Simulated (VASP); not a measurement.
SnO:

```
Sn O
1.0
     3.79860    0.00000    0.00000
     0.00000    3.79860    0.00000
     0.00000    0.00000    4.84080
Sn O
2 2
Direct
  0.50000 0.00000 0.23690
  0.00000 0.50000 0.76310
  0.00000 0.00000 0.00000
  0.50000 0.50000 0.00000
```

| Item | Value |
| --- | --- |
| Program | VASP 6.6.1 |
| Task | relaxation of cell and atoms |
| Functional | LDA |
| Potentials or basis | VASP PAW LDA potentials, release 64 (Sn_d, O) |
| Cutoff | 600 eV |
| k mesh | 8 × 8 × 6 |
| Occupations | fermi-dirac, width 0.08 eV |
| Spin | no spin polarisation |

At the start: pressure -2.1 GPa; volume 17.46 Å³/atom.

Q: How do energy, volume and symmetry change on relaxing?

A: Over 32 steps the energy falls by 7.1 meV/atom and the volume is 16.42 Å³/atom (-6.0 %); space group P4/nmm (No. 129, to 0.1 Å) before and after.

Step by step:
```tsv
step	energy change (eV)	largest force (eV/Å)	pressure (GPa)	volume (Å³)
1	0.0000	0.0120	-2.09	69.85
2	-0.0064	0.4834	1.26	67.57
3	-0.0096	0.3053	-0.02	68.40
4	-0.0163	0.1689	-0.03	67.79
5	-0.0198	0.0445	-0.06	66.85
6	-0.0247	0.0318	0.07	66.28
7	-0.0276	0.0188	0.27	65.57
8	-0.0278	0.0150	0.34	65.35
9	-0.0278	0.0914	-0.51	65.89
10	-0.0282	0.0533	-0.08	65.61
11	-0.0283	0.0265	0.07	65.67
12	-0.0283	0.0028	0.00	65.65
13	-0.0283	0.0054	-0.01	65.65
14	-0.0283	0.0022	0.07	65.64
15	-0.0283	0.0028	0.06	65.64
16	-0.0283	0.0023	0.02	65.65
17	-0.0283	0.0001	0.02	65.65
18	-0.0283	0.0015	0.03	65.65
19	-0.0283	0.0009	0.03	65.65
20	-0.0283	0.0021	0.03	65.66
21	-0.0283	0.0070	0.00	65.68
22	-0.0283	0.0078	0.00	65.68
23	-0.0283	0.0055	0.03	65.67
24	-0.0283	0.0046	0.00	65.67
25	-0.0283	0.0048	0.00	65.68
26	-0.0283	0.0053	0.02	65.68
27	-0.0283	0.0046	0.00	65.68
28	-0.0284	0.0022	0.02	65.68
29	-0.0283	0.0083	0.04	65.68
30	-0.0284	0.0008	0.02	65.68
31	-0.0284	0.0013	0.01	65.68
32	-0.0284	0.0018	-0.01	65.69
```

Final structure:
```
CELL_PARAMETERS angstrom
3.76615 0.00000 0.00000
0.00000 3.76615 0.00000
0.00000 0.00000 4.63127
ATOMIC_POSITIONS crystal
Sn 0.50000 0.00000 0.24824
Sn 0.00000 0.50000 0.75176
O 0.00000 0.00000 0.00000
O 0.50000 0.50000 0.00000
```
